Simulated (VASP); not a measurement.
Write the native input for VASP 6.6.1 that does the following.

* Task: single point
* Functional: PBEsol
* Potentials or basis: VASP PAW PBE potentials, release 64 (Si)
* Cutoff: 520 eV
* k mesh: 1 × 1 × 1
* Occupations: fermi-dirac, width 0.05 eV
* Spin: no spin polarisation
* Dipole correction: no
* Further INCAR settings: LREAL = Auto; ALGO = Normal; EDIFF = 1e-06; NBANDS = 166

The structure of Si lies in POSCAR:

```
Si
1.0
   10.8655790000      0.0000000000      0.0000000000
    0.0000000000     10.8655790000      0.0000000000
    0.0000000000      0.0000000000     10.8655790000
Si
64
Direct
    0.0000000000      0.0000000000      0.0000000000
    0.0000000000      0.0000000000      0.5000000000
    0.0000000000      0.5000000000      0.0000000000
    0.0000000000      0.5000000000      0.5000000000
    0.5000000000      0.0000000000      0.0000000000
    0.5000000000      0.0000000000      0.5000000000
    0.5000000000      0.5000000000      0.0000000000
    0.5000000000      0.5000000000      0.5000000000
    0.1250000000      0.1250000000      0.1250000000
    0.1250000000      0.1250000000      0.6250000000
    0.1250000000      0.6250000000      0.1250000000
    0.1250000000      0.6250000000      0.6250000000
    0.6250000000      0.1250000000      0.1250000000
    0.6250000000      0.1250000000      0.6250000000
    0.6250000000      0.6250000000      0.1250000000
    0.6250000000      0.6250000000      0.6250000000
    0.2500000000      0.2500000000      0.0000000000
    0.2500000000      0.2500000000      0.5000000000
    0.2500000000      0.7500000000      0.0000000000
    0.2500000000      0.7500000000      0.5000000000
    0.7500000000      0.2500000000      0.0000000000
    0.7500000000      0.2500000000      0.5000000000
    0.7500000000      0.7500000000      0.0000000000
    0.7500000000      0.7500000000      0.5000000000
    0.3750000000      0.3750000000      0.1250000000
    0.3750000000      0.3750000000      0.6250000000
    0.3750000000      0.8750000000      0.1250000000
    0.3750000000      0.8750000000      0.6250000000
    0.8750000000      0.3750000000      0.1250000000
    0.8750000000      0.3750000000      0.6250000000
    0.8750000000      0.8750000000      0.1250000000
    0.8750000000      0.8750000000      0.6250000000
    0.2500000000      0.0000000000      0.2500000000
    0.2500000000      0.0000000000      0.7500000000
    0.2500000000      0.5000000000      0.2500000000
    0.2500000000      0.5000000000      0.7500000000
    0.7500000000      0.0000000000      0.2500000000
    0.7500000000      0.0000000000      0.7500000000
    0.7500000000      0.5000000000      0.2500000000
    0.7500000000      0.5000000000      0.7500000000
    0.3750000000      0.1250000000      0.3750000000
    0.3750000000      0.1250000000      0.8750000000
    0.3750000000      0.6250000000      0.3750000000
    0.3750000000      0.6250000000      0.8750000000
    0.8750000000      0.1250000000      0.3750000000
    0.8750000000      0.1250000000      0.8750000000
    0.8750000000      0.6250000000      0.3750000000
    0.8750000000      0.6250000000      0.8750000000
    0.0000000000      0.2500000000      0.2500000000
    0.0000000000      0.2500000000      0.7500000000
    0.0000000000      0.7500000000      0.2500000000
    0.0000000000      0.7500000000      0.7500000000
    0.5000000000      0.2500000000      0.2500000000
    0.5000000000      0.2500000000      0.7500000000
    0.5000000000      0.7500000000      0.2500000000
    0.5000000000      0.7500000000      0.7500000000
    0.1250000000      0.3750000000      0.3750000000
    0.1250000000      0.3750000000      0.8750000000
    0.1250000000      0.8750000000      0.3750000000
    0.1250000000      0.8750000000      0.8750000000
    0.6250000000      0.3750000000      0.3750000000
    0.6250000000      0.3750000000      0.8750000000
    0.6250000000      0.8750000000      0.3750000000
    0.6250000000      0.8750000000      0.8750000000
```

One way to write it, as run:

INCAR

```
SYSTEM = Si
PREC = Accurate ; ENCUT = 520
EDIFF = 1E-6 ; ISMEAR = -1
SIGMA = 0.05 ; LREAL = Auto
LASPH = .TRUE. ; NELM = 60
ALGO = Normal ; ISIF = 2
LWAVE = .FALSE. ; LCHARG = .FALSE.
GGA = PS ; NBANDS = 166
```

KPOINTS

```
Automatic mesh
0
G
  1 1 1
  0 0 0
```

Potentials or basis: VASP PAW PBE potentials, release 64 (Si).

Launch:

```sh
$ cat potpaw_PBE.64/Si/POTCAR > POTCAR
$ mpirun -np 1 vasp_gam > vasp.out
```

Results of the run:

| Item | Value |
| --- | --- |
| Pressure | 1.1 GPa |

Caveat: the k points lie up to 0.58 Å⁻¹ apart; the PAW data sets were made with another functional, which shifts forces and pressure a little.

It took 3.3 min on 1 thread of Intel(R) Xeon(R) Platinum 8488C (Sapphire Rapids), on a shared host, peak memory 0.99 GiB.
